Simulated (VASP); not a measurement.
Write the native input for VASP 6.6.1 that does the following.

```yaml
Task: single point
Functional: r2SCAN
Potentials_or_basis: VASP PAW PBE potentials, release 64 (Sn_d, O)
Cutoff: 520 eV
k_mesh: 10 × 10 × 10
Occupations: fermi-dirac, width 0.05 eV
Spin: no spin polarisation
Dipole_correction: no
Further_INCAR_settings: ALGO = Normal; EDIFF = 1e-06; NBANDS = 20
```

Crystal: SnO2.

```xyz
3
Lattice="1.6171 0.9336 4.8006 -1.6171 0.9336 4.8006 0.0000 -1.8673 4.8006" Properties=species:S:1:pos:R:3 pbc="T T T"
Sn    0.0000    0.0000    7.2009
O     0.0000    0.0000   10.9861
O     0.0000    0.0000    3.4157
```

These files were run (other wordings do the same):

POSCAR

```
SnO2
1.0
    1.6170930752      0.9336291223      4.8005925840
   -1.6170930752      0.9336291223      4.8005925840
    0.0000000000     -1.8672582446      4.8005925840
Sn O
1 2
Direct
    0.5000000000      0.5000000000      0.5000000000
    0.7628300000      0.7628300000      0.7628300000
    0.2371700000      0.2371700000      0.2371700000
```

INCAR.step1

```
SYSTEM = SnO2
PREC = Accurate
ENCUT = 520
ISMEAR = -1
SIGMA = 0.05
LREAL = .False.
LASPH = .True.
NELM = 80
NBANDS = 20
GGA = PE
ALGO = Normal
EDIFF = 1E-4
LWAVE = .True.
LCHARG = .False.
```

INCAR.step2

```
SYSTEM = SnO2
PREC = Accurate
ENCUT = 520
EDIFF = 1E-6
ISMEAR = -1
SIGMA = 0.05
LREAL = .False.
LASPH = .True.
NELM = 80
ALGO = Normal
ISIF = 2
LWAVE = .False.
LCHARG = .False.
METAGGA = R2SCAN
LMIXTAU = .True.
NBANDS = 20
ISTART = 1
```

KPOINTS

```
regular mesh
0
Gamma
  10 10 10
  0 0 0
```

Potentials or basis: VASP PAW PBE potentials, release 64 (Sn_d, O).

Command:

```bash
$ cat potpaw_PBE.64/Sn_d/POTCAR potpaw_PBE.64/O/POTCAR > POTCAR
$ cp INCAR.step1 INCAR
$ mpirun -np 1 vasp_std > vasp.out
$ cp INCAR.step2 INCAR
$ mpirun -np 1 vasp_std > vasp.out
```

It gave:

- Pressure: -6.3 GPa
- Largest force: 0.553 eV/Å
- Band gap on the k mesh: 2.43 eV (least direct gap 2.54 eV)

Caveat: the cell stands under tension; the PAW data sets were made with another functional, which shifts forces and pressure a little; spin-orbit coupling is left out, which moves the levels of the heavy elements.

Wall time 7.4 min on 1 thread of AMD EPYC 9R45 96-Core Processor (Zen 5) (shared host), peak memory 0.29 GiB.
